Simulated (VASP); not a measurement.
# Li (Im-3m) in VASP: a series of runs

Runs on Li. Level: PBEsol. Tasks: single point, relaxation of cell and atoms.

Everything below comes from runs of VASP 6.6.1. Logs are shortened: lines on timing, memory, paths and dates and some standing lists are left out, and cuts for length are marked.

### 1 The cell of the first run

Symmetry: Im-3m, No. 229, cubic system. The conventional cell has a = 3.428 Å, b = 3.428 Å, c = 3.428 Å, α = 90.00°, β = 90.00°, γ = 90.00°. Li (site symmetry m-3m) has 14 Li at 2.97 to 3.43 Å within 3.9 Å.

### 2 Single point, PBEsol

Input file INCAR:

```
PREC     = Accurate       # precision mode
ENCUT    = 520            # plane-wave cutoff, eV
EDIFF    = 1E-6           # SCF threshold, eV
ISMEAR   = 1              # smearing method
SIGMA    = 0.1            # smearing width, eV
LREAL    = F              # projectors in reciprocal space
LASPH    = T              # aspherical terms in the spheres
NELM     = 60             # most SCF steps
ALGO     = Normal         # electronic algorithm
ISIF     = 2              # what is computed and relaxed
LWAVE    = F              # write WAVECAR
LCHARG   = F              # write CHGCAR
GGA      = PS             # functional
NBANDS   = 10             # bands
```

Input file KPOINTS:

```
regular mesh
0
Gamma
  6 6 6
```

Input file POSCAR:

```
Li
1.0
    3.4280858536      0.0000000000      0.0000000000
    0.0000000000      3.4280858536      0.0000000000
    0.0000000000      0.0000000000      3.4280858536
Li
2
Direct
    0.0000000000      0.0000000000      0.0000000000
    0.5000000000      0.5000000000      0.5000000000
```

Potentials or basis: VASP PAW PBE potentials, release 64 (Li_sv).

Command:

```
$ cat potpaw_PBE.64/Li_sv/POTCAR > POTCAR
$ mpirun -np 1 vasp_std > vasp.out
```

OUTCAR:

```text
PREC = Accurate
   ENCUT = 520
   EDIFF = 1E-6
   ISMEAR = 1
   LREAL = F
   LASPH = T
   NELM = 60
   ISIF = 2
   GGA = PS

 ion  position               nearest neighbor table
   1  0.000  0.000  0.000-
   2  0.500  0.500  0.500-

  LATTYP: Found a simple cubic cell.
 ALAT       =     3.4280858536

  Lattice vectors:

 A1 = (   3.4280858536,   0.0000000000,   0.0000000000)
 A2 = (   0.0000000000,   3.4280858536,   0.0000000000)
 A3 = (   0.0000000000,   0.0000000000,   3.4280858536)

Analysis of symmetry for initial positions (statically):
=====================================================================
 Subroutine PRICEL returns following result:

  LATTYP: Found a body centered cubic cell.
 ALAT       =     3.4280858536

  Lattice vectors:

 A1 = (   1.7140429268,   1.7140429268,  -1.7140429268)
 A2 = (  -1.7140429268,   1.7140429268,   1.7140429268)
 A3 = (   1.7140429268,  -1.7140429268,   1.7140429268)

   2 primitive cells build up your supercell.

 Routine SETGRP: Setting up the symmetry group for a
 simple cubic supercell.

 Subroutine GETGRP returns: Found 48 space group operations
[... 5 lines left out ...]
Analysis of symmetry for dynamics (positions and initial velocities):
=====================================================================
 Subroutine PRICEL returns following result:

  LATTYP: Found a body centered cubic cell.
 ALAT       =     3.4280858536

  Lattice vectors:

 A1 = (   1.7140429268,   1.7140429268,  -1.7140429268)
 A2 = (  -1.7140429268,   1.7140429268,   1.7140429268)
 A3 = (   1.7140429268,  -1.7140429268,   1.7140429268)

   2 primitive cells build up your supercell.

 Routine SETGRP: Setting up the symmetry group for a
 simple cubic supercell.

 Subroutine GETGRP returns: Found 48 space group operations
[... 5 lines left out ...]
 Subroutine INISYM returns: Found 48 space group operations
 (whereof 48 operations are pure point group operations),
 and found     2 'primitive' translations

----------------------------------------------------------------------------------------

                                     Primitive cell

  volume of cell :      20.1430

  direct lattice vectors                    reciprocal lattice vectors
     1.714042927  1.714042927 -1.714042927     0.291707980  0.291707980  0.000000000
    -1.714042927  1.714042927  1.714042927    -0.000000000  0.291707980  0.291707980
     1.714042927 -1.714042927  1.714042927     0.291707980  0.000000000  0.291707980

  length of vectors
     2.968809436  2.968809436  2.968809436     0.412537382  0.412537382  0.412537382

  position of ions in fractional coordinates (direct lattice)
     0.000000000  0.000000000  0.000000000

  ion indices of the primitive-cell ions
   primitive index   ion index
                 1           1

----------------------------------------------------------------------------------------

 KPOINTS: regular mesh

Automatic generation of k-mesh.
 Grid dimensions read from file:
 generate k-points for:    6    6    6

 Generating k-lattice:

  Cartesian coordinates                     Fractional coordinates (reciprocal lattice)
     0.048617997  0.000000000  0.000000000     0.166666667  0.000000000  0.000000000
     0.000000000  0.048617997  0.000000000     0.000000000  0.166666667  0.000000000
     0.000000000  0.000000000  0.048617997     0.000000000  0.000000000  0.166666667

  Length of vectors
     0.048617997  0.048617997  0.048617997

  Shift w.r.t. Gamma in fractional coordinates (k-lattice)
     0.000000000  0.000000000  0.000000000

 Subroutine IBZKPT returns following result:
 ===========================================

 Found     20 irreducible k-points:

 Following reciprocal coordinates:
            Coordinates               Weight
  0.000000  0.000000  0.000000      1.000000
  0.166667  0.000000  0.000000      6.000000
  0.333333  0.000000  0.000000      6.000000
  0.500000  0.000000  0.000000      3.000000
  0.166667  0.166667  0.000000     12.000000
  0.333333  0.166667  0.000000     24.000000
[... 12 lines left out ...]
  0.500000  0.500000  0.333333      6.000000
  0.500000  0.500000  0.500000      1.000000
   k-points           NKPTS =     20   k-points in BZ     NKDIM =     20   number of bands    NBANDS=     10
   number of dos      NEDOS =    301   number of ions     NIONS =      2
   total plane-waves  NPLWV =  21952
   dimension x,y,z NGX =    28 NGY =   28 NGZ =   28
   dimension x,y,z NGXF=    56 NGYF=   56 NGZF=   56
   ions per type =               2
   NGX,Y,Z   is equivalent  to a cutoff of  13.58, 13.58, 13.58 a.u.
   NGXF,Y,Z  is equivalent  to a cutoff of  27.16, 27.16, 27.16 a.u.
 SYSTEM =  unknown system
   PREC   = accura    normal or accurate (medium, high low for compatibility)
   ISTART =      0    job   : 0-new  1-cont  2-samecut
   ICHARG =      2    charge: 1-file 2-atom 10-const
   ISPIN  =      1    spin polarized calculation?
   LNONCOLLINEAR =      F non collinear calculations
   LSORBIT =      F    spin-orbit coupling
   LASPH  =      T    aspherical Exc in radial PAW
   ENCUT  =  520.0 eV  38.22 Ry    6.18 a.u.   6.37  6.37  6.37*2*pi/ulx,y,z
   NELM   =     60;   NELMIN=  2; NELMDL= -5     # of ELM steps
   EDIFF  = 0.1E-05   stopping-criterion for ELM
   LREAL  =      F    real-space projection
   EDIFFG = 0.1E-04   stopping-criterion for IOM
   NSW    =      0    number of steps for IOM
   IBRION =     -1    ionic relax: 0-MD 1-quasi-New 2-CG
   NFREE  =      0    steps in history (QN), initial steepest desc. (CG)
   ISIF   =      2    stress and relaxation
   ISYM   =      2    0-nonsym 1-usesym 2-fastsym
   POTIM  = 0.5000    time-step for ionic-motion
   TEBEG  =    0.0;   TEEND  =   0.0 temperature during run
   PSTRESS=    0.0 pullay stress
   NELECT =       6.0000    total number of electrons
   NUPDOWN=      -1.0000    fix difference up-down
   EMIN   =  10.00;   EMAX   =-10.00  energy-range for DOS
   EFERMI =   0.00;   METHOD = LEGACY
   ISMEAR =     1;   SIGMA  =   0.10  broadening in eV -4-tet -1-fermi 0-gaus
   EFERMI_NEDOS =   21; number of points for ismear=-14 and -15
   IALGO  =     38    algorithm
   IMIX   =      4    mixing-type and parameters
     AMIX     =   0.40;   BMIX     =  1.00
     AMIX_MAG =   1.60;   BMIX_MAG =  1.00
  volume/ion in A,a.u.               =      20.14       135.93
  Fermi-wavevector in a.u.,A,eV,Ry     =   0.867775  1.639856 10.245631  0.753033
  Thomas-Fermi vector in A             =   1.986357
   LORBIT       =      0    0 simple, 1 ext, 2 COOP (PROOUT), +10 PAW based schemes
   GGA     = PS    functional components
   LHFCALC =     F    Hartree Fock is set to
   AEXX    =    0.0000 exact exchange contribution
   IVDW    =     0    specifies the selected vdW correction
   LEPSILON=     F    determine dielectric tensor
   LRPA    =     F    only Hartree local field effects (RPA)
 non-spin polarized calculation
 Methfessel and Paxton  Order N= 1 SIGMA  =   0.10
  energy-cutoff  :      520.00
  volume of cell :       40.29
 maximum number of plane-waves:      1108
 NGX is ok and might be reduce to    28
   NGX = 13   NGY = 13   NGZ = 13

 number of electron       5.9999998 magnetization

 Free energy of the ion-electron system (eV)
  ---------------------------------------------------
  ext. energy  EPLUGINS =         0.00000000
  ---------------------------------------------------
  free energy    TOTEN  =        -3.93162221 eV

  energy without entropy =       -3.92682246  energy(sigma->0) =       -3.93002230

 E-fermi :   0.6477     XC(G=0):  -7.0329

 val. band max:        0.3804477146   @ k =   0.5000   0.3333   0.0000
 cond. band min:       0.6760366517   @ k =   0.5000   0.3333   0.1667
 fundamental gap:      0.2955889371
 Fermi energy:         0.6477364415

 k-point     1 :       0.0000    0.0000    0.0000
  band No.  band energies     occupation
      1     -45.2573      2.00000
      2     -45.2213      2.00000
      3      -2.9185      2.00000
      4       6.1920      0.00000
      5       6.1920      0.00000
      6       6.1920      0.00000
      7       8.4376      0.00000
      8       8.4376      0.00000
      9      14.4077      0.00000
     10      15.3399      0.00000

 k-point     2 :       0.1667    0.0000    0.0000
  band No.  band energies     occupation
      1     -45.2545      2.00000
      2     -45.2236      2.00000
      3      -2.6548      2.00000
      4       3.9328      0.00000
      5       6.5332      0.00000
      6       6.5332      0.00000
      7       8.7929      0.00000
      8      11.1139      0.00000
      9      13.9940      0.00000
     10      13.9985      0.00000

 k-point     3 :       0.3333    0.0000    0.0000
  band No.  band energies     occupation
      1     -45.2472      2.00000
      2     -45.2293      2.00000
      3      -1.8563      2.00000
      4       1.4327     -0.00000
      5       7.5516      0.00000
      6       7.5516      0.00000
      7       9.8586      0.00000
      8      11.4793      0.00000
      9      11.4793      0.00000
     10      13.1454      0.00000

 k-point     4 :       0.5000    0.0000    0.0000
  band No.  band energies     occupation
      1     -45.2379      2.00000
      2     -45.2379      2.00000
      3      -0.5017      2.00000
      4      -0.5017      2.00000
      5       9.2249      0.00000
      6       9.2249      0.00000
      7       9.2249      0.00000
      8       9.2249      0.00000
      9      11.6347      0.00000
     10      11.6347      0.00000
[... 170 lines left out ...]
 k-point    18 :       0.5000    0.3333    0.3333
  band No.  band energies     occupation
      1     -45.2352      2.00000
      2     -45.2352      2.00000
      3       1.5047     -0.00000
      4       1.5047     -0.00000
      5       4.7270      0.00000
      6       4.7270      0.00000
      7       6.9633      0.00000
      8       6.9633      0.00000
      9      10.1309      0.00000
     10      10.1309      0.00000

 k-point    19 :       0.5000    0.5000    0.3333
  band No.  band energies     occupation
      1     -45.2348      2.00000
      2     -45.2348      2.00000
      3       2.2894     -0.00000
      4       2.2894     -0.00000
      5       4.0097      0.00000
      6       4.0097      0.00000
      7       6.4729      0.00000
      8       6.4729      0.00000
      9       9.5406      0.00000
     10       9.5406      0.00000

 k-point    20 :       0.5000    0.5000    0.5000
  band No.  band energies     occupation
      1     -45.2343      2.00000
      2     -45.2343      2.00000
      3       4.0379      0.00000
      4       4.0379      0.00000
      5       4.0379      0.00000
      6       4.0379      0.00000
      7       4.0379      0.00000
      8       4.0379      0.00000
      9       9.1739      0.00000
     10       9.1739      0.00000

------------------------ aborting loop because EDIFF is reached ----------------------------------------

  FORCE on cell =-STRESS in cart. coord.  units (eV):
  Direction    XX          YY          ZZ          XY          YZ          ZX
  --------------------------------------------------------------------------------------
  -------------------------------------------------------------------------------------
  Total       -0.0100514     -0.0100514     -0.0100514     -0.0000000      0.0000000     -0.0000000
  in kB       -0.3997428     -0.3997428     -0.3997428     -0.0000000      0.0000000     -0.0000000
  external PRESSURE =      -0.3997428 kB  Pullay stress =       0.0000000 kB

 VOLUME and BASIS-vectors are now :
 -----------------------------------------------------------------------------
  energy-cutoff  :      520.00
  volume of cell :       40.29
      direct lattice vectors                 reciprocal lattice vectors
     3.428085854  0.000000000  0.000000000     0.291707980  0.000000000  0.000000000
     0.000000000  3.428085854  0.000000000     0.000000000  0.291707980  0.000000000
     0.000000000  0.000000000  3.428085854     0.000000000  0.000000000  0.291707980

 POSITION                                       TOTAL-FORCE (eV/Angst)
 -----------------------------------------------------------------------------------
      0.00000      0.00000      0.00000         0.000000      0.000000      0.000000
      1.71404      1.71404      1.71404        -0.000000     -0.000000     -0.000000
 -----------------------------------------------------------------------------------
    total drift:                                0.000000      0.000000      0.000000

  FREE ENERGIE OF THE ION-ELECTRON SYSTEM (eV)
  ---------------------------------------------------
  free  energy   TOTEN  =        -3.9316222149 eV

  energy  without entropy=       -3.9268224629  energy(sigma->0) =       -3.93002230
```

It took 7.5 s on 1 thread of AMD EPYC 7R13 (Zen 3), shared host; peak memory 0.11 GiB.

What came out:

```yaml
Free_energy: -3.9316 eV
Band_gap_on_the_k_mesh: zero (band 3 reaches 4.04 eV, above the bottom of band 4 at -0.50 eV)
```

Caveat: the cutoff is under 1.25 times the usual one of these potentials, so pressure, stress and relaxed cells hold a basis-set (Pulay) error; the PAW data sets were made with another functional, which shifts forces and pressure a little.

### 3 Relaxation of cell and atoms, PBEsol

This run uses another cell than the first one, of 21.62 Å³/atom, 1.073 times its volume.

Input file INCAR:

```
SYSTEM = Li
PREC     = Accurate       ! precision mode
ENCUT    = 600            ! plane-wave cutoff, eV
EDIFF    = 1E-6           ! SCF threshold, eV
ISMEAR   = 1              ! smearing method
SIGMA    = 0.1            ! smearing width, eV
LREAL    = .False.        ! projectors in reciprocal space
LASPH    = .True.         ! aspherical terms in the spheres
NELM     = 100            ! most SCF steps
ALGO     = Normal         ! electronic algorithm
ISIF     = 3              ! what is computed and relaxed
LWAVE    = .False.        ! write WAVECAR
LCHARG   = .False.        ! write CHGCAR
GGA      = PS             ! functional
IBRION   = 2              ! ionic algorithm
NSW      = 80             ! ionic steps
EDIFFG   = -0.03          ! ionic threshold
```

Input file KPOINTS:

```
regular mesh
0
Gamma
  6 6 6
  0 0 0
```

Input file POSCAR:

```
Li
1.0
    3.5100000000      0.0000000000      0.0000000000
    0.0000000000      3.5100000000      0.0000000000
    0.0000000000      0.0000000000      3.5100000000
Li
2
Direct
    0.0000000000      0.0000000000      0.0000000000
    0.5000000000      0.5000000000      0.5000000000
```

Potentials or basis: VASP PAW PBE potentials, release 64 (Li_sv).

Command:

```
$ cat potpaw_PBE.64/Li_sv/POTCAR > POTCAR
$ mpirun -np 1 vasp_std > vasp.out
```

Wall time 13 s (1 thread of AMD EPYC 7R13 (Zen 3), shared host); peak memory 0.12 GiB.

Results (log left out):

- Free energy: -3.9359 eV
- Relaxed volume: 20.14 Å³/atom
- Relaxed cell: a = 3.428 Å, b = 3.428 Å, c = 3.428 Å, α = 90.00°, β = 90.00°, γ = 90.00°
- Space group after relaxing (to 0.05 Å): Im-3m (No. 229)
- Energy gained by relaxing: 5.1 meV/atom
- Ionic steps: 3
- Pressure after relaxing: -0.1 GPa
- Band gap on the k mesh: zero (band 3 reaches 4.04 eV, above the bottom of band 4 at -0.50 eV)

The path:
```tsv
step	energy change (eV)	largest force (eV/Å)	pressure (GPa)	volume (Å³)
1	0.0000	0.0000	-0.94	43.24
2	-0.0042	0.0000	-0.75	42.45
3	-0.0102	0.0000	-0.11	40.28
```

Final structure:
```
CELL_PARAMETERS angstrom
3.42791 0.00000 0.00000
0.00000 3.42791 0.00000
0.00000 0.00000 3.42791
ATOMIC_POSITIONS crystal
Li 0.00000 0.00000 0.00000
Li 0.50000 0.50000 0.50000
```

Levels at points of the mesh, in eV from the Fermi level:
| k point | band 1 | band 2 | band 3 | band 4 | band 5 | band 6 | band 7 |
| --- | --- | --- | --- | --- | --- | --- | --- |
| (0.00, 0.00, 0.00) | -45.90 | -45.87 | -3.57 | 5.55 | 5.55 | 5.55 | 7.79 |
| (0.50, 0.00, 0.00) | -45.88 | -45.88 | -1.15 | -1.15 | 8.58 | 8.58 | 8.58 |
| (0.50, 0.50, 0.00) | -45.88 | -45.88 | 0.24 | 0.24 | 3.28 | 3.28 | 10.42 |
| (0.50, 0.50, 0.50) | -45.88 | -45.88 | 3.39 | 3.39 | 3.39 | 3.39 | 3.39 |

Caveat: the cutoff is under 1.25 times the usual one of these potentials, so pressure, stress and relaxed cells hold a basis-set (Pulay) error; the PAW data sets were made with another functional, which shifts forces and pressure a little.
